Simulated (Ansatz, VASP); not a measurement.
# Al: VASP beside Ansatz

```xyz
1
Lattice="0.0000 1.9511 1.9511 1.9511 0.0000 1.9511 1.9511 1.9511 0.0000" Properties=species:S:1:pos:R:3 pbc="T T T"
Al    0.0000    0.0000    0.0000
```

Alike in both runs: task single point; functional LDA; k mesh 18 × 18 × 18; occupations gaussian, width 0.1 eV; no spin polarisation.

```csv
,VASP,Ansatz
version,VASP 6.6.1,Ansatz 0.2.0
potentials or method,"VASP PAW LDA potentials, release 64 (Al), cutoff 500 eV","scalar-relativistic, plane waves, PAW"
valence electrons in the cell,3,3
```

Ansatz gave:

```
gap on the k mesh at the Fermi level (eV) : none
pressure (GPa)                            : 5.9
```

Q: Which values does VASP return?

A: gap on the k mesh at the Fermi level (eV): none; pressure (GPa): 6.0.

LDA's correlation is that of Perdew and Zunger in VASP and of Perdew and Wang (1992) in Ansatz. A gap of «none» marks a metal or a gap that the smearing closes.
